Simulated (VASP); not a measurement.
# AlGa3As4 (I-42m) in VASP: a series of runs, part 2 of 2

VASP 6.6.1. Earlier steps stand in the parts before.

### 3 Single point, PBE

This run uses another cell than the first one, of 23.51 Å³/atom.

Contents of INCAR:

```
SYSTEM = AlGa3As4
PREC = Accurate ; ENCUT = 520
EDIFF = 1E-6 ; ISMEAR = 0
SIGMA = 0.1 ; LREAL = .FALSE.
LASPH = .TRUE. ; NELM = 80
ALGO = Normal ; ISIF = 2
LWAVE = .FALSE. ; LCHARG = .TRUE.
GGA = PE ; LELF = .TRUE.
LVHAR = .TRUE. ; NBANDS = 41
```

Contents of KPOINTS:

```
Automatic mesh
0
G
  4 4 4
  0 0 0
```

Contents of POSCAR:

```
AlGa3As4
1.0
   -2.8650695459      2.8650695459      5.7290539259
    2.8650695459     -2.8650695459      5.7290539259
    2.8650695459      2.8650695459     -5.7290539259
Al Ga As
1 3 4
Direct
    0.5000000000      0.5000000000      0.0000000000
    0.0000000000      0.0000000000      0.0000000000
    0.2500000000      0.7500000000      0.5000000000
    0.7500000000      0.2500000000      0.5000000000
    0.8741486755      0.8741486755      0.4989678476
    0.3751808278      0.3751808278      0.5010321524
    0.1258513245      0.6248191722      0.0000000000
    0.6248191722      0.1258513245      0.0000000000
```

Potentials or basis: VASP PAW PBE potentials, release 64 (Al, Ga_d, As).

On the command line:

```bash
cat potpaw_PBE.64/Al/POTCAR potpaw_PBE.64/Ga_d/POTCAR potpaw_PBE.64/As/POTCAR > POTCAR
mpirun -np 1 vasp_std > vasp.out
```

OUTCAR:

```text
SYSTEM = AlGa3As4
   PREC = Accurate
   ENCUT = 520
   EDIFF = 1E-6
   ISMEAR = 0
   LREAL = .FALSE.
   LASPH = .TRUE.
   NELM = 80
   ISIF = 2
   GGA = PE

 ion  position               nearest neighbor table
   1  0.500  0.500  0.000-   6 2.48   5 2.48   7 2.48   8 2.48
   2  0.000  0.000  0.000-   7 2.48   8 2.48   6 2.48   5 2.48
   3  0.250  0.750  0.500-   5 2.48   8 2.48   7 2.48   6 2.48
   4  0.750  0.250  0.500-   5 2.48   7 2.48   8 2.48   6 2.48
   5  0.874  0.874  0.499-   1 2.48   2 2.48   3 2.48   4 2.48
   6  0.375  0.375  0.501-   1 2.48   2 2.48   4 2.48   3 2.48
   7  0.126  0.625  0.000-   1 2.48   2 2.48   4 2.48   3 2.48
   8  0.625  0.126  0.000-   1 2.48   2 2.48   3 2.48   4 2.48

  LATTYP: Found a body centered tetragonal cell.
 ALAT       =     5.7301390918
 C/A-ratio  =     1.9996212427

  Lattice vectors:

 A1 = (  -2.8650695459,   2.8650695459,   5.7290539259)
 A2 = (   2.8650695459,  -2.8650695459,   5.7290539259)
 A3 = (   2.8650695459,   2.8650695459,  -5.7290539259)

Analysis of symmetry for initial positions (statically):
=====================================================================
 Subroutine PRICEL returns:
 Original cell was already a primitive cell.

 Routine SETGRP: Setting up the symmetry group for a
 body centered tetragonal supercell.

 Subroutine GETGRP returns: Found  8 space group operations
 (whereof  8 operations were pure point group operations)
 out of a pool of 16 trial point group operations.

The static configuration has the point symmetry D_2d.

Analysis of symmetry for dynamics (positions and initial velocities):
=====================================================================
 Subroutine PRICEL returns:
 Original cell was already a primitive cell.

 Routine SETGRP: Setting up the symmetry group for a
 body centered tetragonal supercell.

 Subroutine GETGRP returns: Found  8 space group operations
 (whereof  8 operations were pure point group operations)
 out of a pool of 16 trial point group operations.

The dynamic configuration has the point symmetry D_2d.

 Subroutine INISYM returns: Found  8 space group operations
 (whereof  8 operations are pure point group operations),
 and found     1 'primitive' translations

----------------------------------------------------------------------------------------

                                     Primitive cell

  volume of cell :     188.1106

  direct lattice vectors                    reciprocal lattice vectors
    -2.865069546  2.865069546  5.729053926     0.000000000  0.174515834  0.087274445
     2.865069546 -2.865069546  5.729053926     0.174515834  0.000000000  0.087274445
     2.865069546  2.865069546 -5.729053926     0.174515834  0.174515834  0.000000000

  length of vectors
     7.017072459  7.017072459  7.017072459     0.195122026  0.195122026  0.246802659

  position of ions in fractional coordinates (direct lattice)
     0.500000000  0.500000000  0.000000000
     0.000000000  0.000000000  0.000000000
     0.250000000  0.750000000  0.500000000
     0.750000000  0.250000000  0.500000000
     0.874148676  0.874148676  0.498967848
     0.375180828  0.375180828  0.501032152
[... 49 lines left out ...]
  0.250000  0.250000  0.250000      2.000000
 -0.250000  0.250000  0.250000      4.000000
  0.500000  0.500000  0.250000      4.000000
 -0.250000  0.500000  0.250000      8.000000
 -0.250000 -0.250000  0.250000      2.000000
  0.500000  0.500000  0.500000      1.000000
   k-points           NKPTS =     13   k-points in BZ     NKDIM =     13   number of bands    NBANDS=     41
   number of dos      NEDOS =    301   number of ions     NIONS =      8
   total plane-waves  NPLWV = 157464
   dimension x,y,z NGX =    54 NGY =   54 NGZ =   54
   dimension x,y,z NGXF=   108 NGYF=  108 NGZF=  108
   ions per type =               1   3   4
   NGX,Y,Z   is equivalent  to a cutoff of  12.79, 12.79, 12.79 a.u.
   NGXF,Y,Z  is equivalent  to a cutoff of  25.59, 25.59, 25.59 a.u.
 SYSTEM =  AlGa3As4
   PREC   = accura    normal or accurate (medium, high low for compatibility)
   ISTART =      0    job   : 0-new  1-cont  2-samecut
   ICHARG =      2    charge: 1-file 2-atom 10-const
   ISPIN  =      1    spin polarized calculation?
   LNONCOLLINEAR =      F non collinear calculations
   LSORBIT =      F    spin-orbit coupling
   LASPH  =      T    aspherical Exc in radial PAW
   ENCUT  =  520.0 eV  38.22 Ry    6.18 a.u.  13.05 13.05 13.05*2*pi/ulx,y,z
   NELM   =     80;   NELMIN=  2; NELMDL= -5     # of ELM steps
   EDIFF  = 0.1E-05   stopping-criterion for ELM
   LREAL  =      F    real-space projection
   EDIFFG = 0.1E-04   stopping-criterion for IOM
   NSW    =      0    number of steps for IOM
   IBRION =     -1    ionic relax: 0-MD 1-quasi-New 2-CG
   NFREE  =      0    steps in history (QN), initial steepest desc. (CG)
   ISIF   =      2    stress and relaxation
   ISYM   =      2    0-nonsym 1-usesym 2-fastsym
   POTIM  = 0.5000    time-step for ionic-motion
   TEBEG  =    0.0;   TEEND  =   0.0 temperature during run
   PSTRESS=    0.0 pullay stress
   NELECT =      62.0000    total number of electrons
   NUPDOWN=      -1.0000    fix difference up-down
   EMIN   =  10.00;   EMAX   =-10.00  energy-range for DOS
   EFERMI =   0.00;   METHOD = LEGACY
   ISMEAR =     0;   SIGMA  =   0.10  broadening in eV -4-tet -1-fermi 0-gaus
   EFERMI_NEDOS =   21; number of points for ismear=-14 and -15
   IALGO  =     38    algorithm
   IMIX   =      4    mixing-type and parameters
     AMIX     =   0.40;   BMIX     =  1.00
     AMIX_MAG =   1.60;   BMIX_MAG =  1.00
  volume/ion in A,a.u.               =      23.51       158.68
  Fermi-wavevector in a.u.,A,eV,Ry     =   1.130840  2.136977 17.399104  1.278798
  Thomas-Fermi vector in A             =   2.267537
   LORBIT       =      0    0 simple, 1 ext, 2 COOP (PROOUT), +10 PAW based schemes
   GGA     = PE    functional components
   LHFCALC =     F    Hartree Fock is set to
   AEXX    =    0.0000 exact exchange contribution
   IVDW    =     0    specifies the selected vdW correction
   LEPSILON=     F    determine dielectric tensor
   LRPA    =     F    only Hartree local field effects (RPA)
 non-spin polarized calculation
 Gauss-broadening in eV      SIGMA  =   0.10
  energy-cutoff  :      520.00
  volume of cell :      188.11
 maximum number of plane-waves:      5098
 NGX is ok and might be reduce to    54
   NGX = 27   NGY = 27   NGZ = 27

 number of electron      61.9999987 magnetization

 Free energy of the ion-electron system (eV)
  ---------------------------------------------------
  ext. energy  EPLUGINS =         0.00000000
  ---------------------------------------------------
  free energy    TOTEN  =       -34.17601996 eV

  energy without entropy =      -34.17601969  energy(sigma->0) =      -34.17601983

 E-fermi :   3.8737     XC(G=0):  -9.2817

 val. band max:        3.5617541553   @ k =   0.0000   0.0000   0.0000
 cond. band min:       4.1705523525   @ k =   0.0000   0.0000   0.0000
 fundamental gap:      0.6087981971
 Fermi energy:         3.8736630712

 k-point     1 :       0.0000    0.0000    0.0000
  band No.  band energies     occupation
      1     -11.1475      2.00000
      2     -11.1396      2.00000
      3     -11.1396      2.00000
      4     -11.0707      2.00000
      5     -11.0707      2.00000
      6     -11.0666      2.00000
[... 561 lines left out ...]
     40       9.9576      0.00000
     41       9.9913      0.00000

------------------------ aborting loop because EDIFF is reached ----------------------------------------

  FORCE on cell =-STRESS in cart. coord.  units (eV):
  Direction    XX          YY          ZZ          XY          YZ          ZX
  --------------------------------------------------------------------------------------
  -------------------------------------------------------------------------------------
  Total        0.5955787      0.5955787      0.5914037      0.0000000     -0.0000000      0.0000000
  in kB        5.0726691      5.0726691      5.0371097      0.0000000     -0.0000000      0.0000000
  external PRESSURE =       5.0608160 kB  Pullay stress =       0.0000000 kB

 VOLUME and BASIS-vectors are now :
 -----------------------------------------------------------------------------
  energy-cutoff  :      520.00
  volume of cell :      188.11
      direct lattice vectors                 reciprocal lattice vectors
    -2.865069546  2.865069546  5.729053926     0.000000000  0.174515834  0.087274445
     2.865069546 -2.865069546  5.729053926     0.174515834  0.000000000  0.087274445
     2.865069546  2.865069546 -5.729053926     0.174515834  0.174515834  0.000000000

 POSITION                                       TOTAL-FORCE (eV/Angst)
 -----------------------------------------------------------------------------------
      0.00000      0.00000      5.72905         0.000000     -0.000000     -0.000000
      0.00000      0.00000      0.00000        -0.000000     -0.000000     -0.000000
      2.86507     -0.00000      2.86453        -0.000000     -0.000000     -0.000000
     -0.00000      2.86507      2.86453         0.000000     -0.000000     -0.000000
      1.42958      1.42958      7.15748        -0.005015     -0.005015     -0.003958
      1.43549      1.43549      1.42842         0.005015      0.005015     -0.003958
      1.42958     -1.42958      4.30063        -0.005015      0.005015      0.003958
     -1.42958      1.42958      4.30063         0.005015     -0.005015      0.003958
 -----------------------------------------------------------------------------------
    total drift:                                0.000007      0.000007     -0.000001

  FREE ENERGIE OF THE ION-ELECTRON SYSTEM (eV)
  ---------------------------------------------------
  free  energy   TOTEN  =       -34.1760199624 eV

  energy  without entropy=      -34.1760196937  energy(sigma->0) =      -34.17601983
```

Wall time 1.7 min (1 thread of Intel Xeon 6975P-C (Granite Rapids), shared host); peak memory 0.43 GiB.

What came out:

```yaml
Free_energy: -34.1760 eV
Pressure: 0.5 GPa
Largest_force: 0.008 eV/Å
Band_gap_on_the_k_mesh: 0.61 eV
```

Forces in eV/Å, atoms in the order of the input:
```
Al   0.000  0.000  0.000
Ga   0.000  0.000  0.000
Ga   0.000  0.000  0.000
Ga   0.000  0.000  0.000
As  -0.005 -0.005 -0.004
As   0.005  0.005 -0.004
As  -0.005  0.005  0.004
As   0.005 -0.005  0.004
```

### 4 Relaxation of cell and atoms, PBE

Contents of INCAR:

```
SYSTEM = AlGa3As4
  ALGO = Normal
  EDIFF = 1E-7
  EDIFFG = -0.04
  ENCUT = 600
  GGA = PE
  IBRION = 2
  ISIF = 3
  ISMEAR = 0
  LASPH = .True.
  LCHARG = .False.
  LREAL = .False.
  LWAVE = .False.
  NELM = 80
  NSW = 90
  PREC = Accurate
  SIGMA = 0.1
```

Contents of KPOINTS:

```
k-points
0
Gamma
  4 4 4
  0 0 0
```

Contents of POSCAR:

```
AlGa3As4
1.0
   -2.7520540400      2.7520540400      5.5041080800
    2.7520540400     -2.7520540400      5.5041080800
    2.7520540400      2.7520540400     -5.5041080800
Al Ga As
1 3 4
Direct
    0.5000000000      0.5000000000      0.0000000000
    0.0000000000      0.0000000000      0.0000000000
    0.2500000000      0.7500000000      0.5000000000
    0.7500000000      0.2500000000      0.5000000000
    0.8750000000      0.8750000000      0.5000000000
    0.3750000000      0.3750000000      0.5000000000
    0.1250000000      0.6250000000      0.0000000000
    0.6250000000      0.1250000000      0.0000000000
```

On the command line:

```bash
cat potpaw_PBE.64/Al/POTCAR potpaw_PBE.64/Ga_d/POTCAR potpaw_PBE.64/As/POTCAR > POTCAR
mpirun -np 1 vasp_std > vasp.out
```

It took 6.3 min on 1 thread of Intel Xeon 6975P-C (Granite Rapids), shared host; peak memory 0.46 GiB.

Results (log left out):

```
Free energy                           : -34.1760 eV
Relaxed volume                        : 23.69 Å³/atom
Relaxed cell                          : a = 7.035 Å, b = 7.035 Å, c = 7.035 Å, α = 131.81°, β = 131.81°, γ = 70.54°
Space group after relaxing (to 0.1 Å) : I-42m (No. 121)
Energy gained by relaxing             : 85.6 meV/atom
Ionic steps                           : 5
Pressure after relaxing               : 0.0 GPa
Largest force after relaxing          : 0.024 eV/Å
Band gap on the k mesh                : 0.55 eV
```

Forces on the atoms (eV/Å):
```
Al   0.000  0.000  0.000
Ga   0.000  0.000  0.000
Ga   0.000  0.000  0.000
Ga   0.000  0.000  0.000
As  -0.014 -0.014 -0.014
As   0.014  0.014 -0.014
As  -0.014  0.014  0.014
As   0.014 -0.014  0.014
```

Step by step:
```
step  energy change (eV)  largest force (eV/Å)  pressure (GPa)  volume (Å³)
   1              0.0000                0.0642           10.80       166.75
   2             -0.5225                0.0504           -3.58       203.02
   3             -0.6842                0.0484            0.03       189.56
   4             -0.6840                0.0484           -0.14       190.04
   5             -0.6845                0.0243            0.04       189.51
```

Final structure:
```
Al Ga As
1.0
    -2.87213    2.87213    5.74343
     2.87213   -2.87213    5.74343
     2.87213    2.87213   -5.74343
Al Ga As
1 3 4
Direct
  0.50000 0.50000 0.00000
  0.00000 0.00000 0.00000
  0.25000 0.75000 0.50000
  0.75000 0.25000 0.50000
  0.87435 0.87435 0.49925
  0.37510 0.37510 0.50075
  0.12565 0.62490 0.00000
  0.62490 0.12565 0.00000
```

Levels at points of the mesh, in eV from the valence-band top:
| k point | band 29 | band 30 | band 31 | band 32 | band 33 | band 34 |
| --- | --- | --- | --- | --- | --- | --- |
| (0.00, 0.00, 0.00) | -0.01 | 0.00 | 0.00 | 0.55 | 1.56 | 1.81 |
| (0.50, 0.00, 0.00) | -2.06 | -1.18 | -1.10 | 2.94 | 2.96 | 3.34 |
| (0.50, 0.50, 0.00) | -1.02 | -0.96 | -0.96 | 0.92 | 1.30 | 2.73 |
| (0.50, 0.50, 0.50) | -1.55 | -1.45 | -1.45 | 1.55 | 1.55 | 1.59 |

A k mesh can miss the band edges.

### 5 Single point, PBE

This run uses another cell than the first one, of 23.65 Å³/atom.

Contents of INCAR:

```
SYSTEM = AlGa3As4
PREC = Accurate
ENCUT = 520
EDIFF = 1E-7
ISMEAR = 0
SIGMA = 0.02
LREAL = .FALSE.
LASPH = .TRUE.
NELM = 100
ALGO = Normal
ISIF = 2
LWAVE = .FALSE.
LCHARG = .TRUE.
GGA = PE
LELF = .TRUE.
LVHAR = .TRUE.
NBANDS = 41
```

Contents of KPOINTS:

```
regular mesh
0
G
  8 8 8
  0 0 0
```

Contents of POSCAR:

```
AlGa3As4
1.0
   -2.8702004823      2.8702004823      5.7408515503
    2.8702004823     -2.8702004823      5.7408515503
    2.8702004823      2.8702004823     -5.7408515503
Al Ga As
1 3 4
Direct
    0.5000000000      0.5000000000      0.0000000000
    0.0000000000      0.0000000000      0.0000000000
    0.2500000000      0.7500000000      0.5000000000
    0.7500000000      0.2500000000      0.5000000000
    0.8740836898      0.8740836898      0.4988695680
    0.3752141217      0.3752141217      0.5011304320
    0.1259163102      0.6247858783      0.0000000000
    0.6247858783      0.1259163102      0.0000000000
```

On the command line:

```bash
cat potpaw_PBE.64/Al/POTCAR potpaw_PBE.64/Ga_d/POTCAR potpaw_PBE.64/As/POTCAR > POTCAR
mpirun -np 1 vasp_std > vasp.out
```

Wall time 7.3 min (1 thread of Intel Xeon 6975P-C (Granite Rapids), shared host); peak memory 0.66 GiB.

The run converged. Its results:

- Free energy: -34.1958 eV
- Pressure: 0.2 GPa
- Largest force: 0.004 eV/Å
- Band gap on the k mesh: 0.57 eV

Forces on the atoms (eV/Å):
```
Al   0.000  0.000  0.000
Ga   0.000  0.000  0.000
Ga   0.000  0.000  0.000
Ga   0.000  0.000  0.000
As  -0.002 -0.002 -0.002
As   0.002  0.002 -0.002
As  -0.002  0.002  0.002
As   0.002 -0.002  0.002
```

Levels at points of the mesh, in eV from the valence-band top:
| k point | band 27 | band 28 | band 29 | band 30 | band 31 | band 32 | band 33 | band 34 | band 35 | band 36 |
| --- | --- | --- | --- | --- | --- | --- | --- | --- | --- | --- |
| (0.00, 0.00, 0.00) | -2.40 | -2.40 | -0.01 | 0.00 | 0.00 | 0.57 | 1.56 | 1.81 | 3.84 | 3.84 |
| (0.50, 0.00, 0.00) | -2.14 | -2.07 | -2.07 | -1.18 | -1.10 | 2.94 | 2.97 | 3.34 | 3.52 | 3.52 |
| (0.50, 0.50, 0.00) | -1.06 | -1.03 | -1.02 | -0.97 | -0.96 | 0.93 | 1.30 | 2.74 | 2.98 | 4.52 |
| (0.50, 0.50, 0.50) | -2.40 | -1.55 | -1.55 | -1.46 | -1.46 | 1.54 | 1.54 | 1.58 | 1.81 | 2.03 |

A k mesh can miss the band edges.

### 6 The runs side by side

| task | cell | k mesh | cutoff (eV) | smearing | gap on the mesh (eV) | pressure (GPa) | largest force (eV/Å) |
| --- | --- | --- | --- | --- | --- | --- | --- |
| single point | a = 6.741 Å, angles 131.8, 131.8, 70.5°, 8 atoms | 4 × 4 × 4 | 520 | gaussian 0.1 eV | 1.30 | 10.8 | 0.06 |
| single point | a = 7.017 Å, angles 131.8, 131.8, 70.5°, 8 atoms | 4 × 4 × 4 | 520 | gaussian 0.1 eV | 0.61 | 0.5 | 0.01 |
| relaxation of cell and atoms | relaxed from a = 6.741 Å, angles 131.8, 131.8, 70.5°, 8 atoms | 4 × 4 × 4 | 600 | gaussian 0.1 eV | 0.55 | 0.0 | 0.02 |
| single point | a = 7.031 Å, angles 131.8, 131.8, 70.5°, 8 atoms | 8 × 8 × 8 | 520 | gaussian 0.02 eV | 0.57 | 0.2 | - |

Alike in all rows: level PBE; potentials or basis VASP PAW PBE potentials, release 64 (Al, Ga_d, As); no spin polarisation.

Caveats: the cell stands under pressure (at least some runs).

Absolute energies hang on the potentials; compare differences alone.
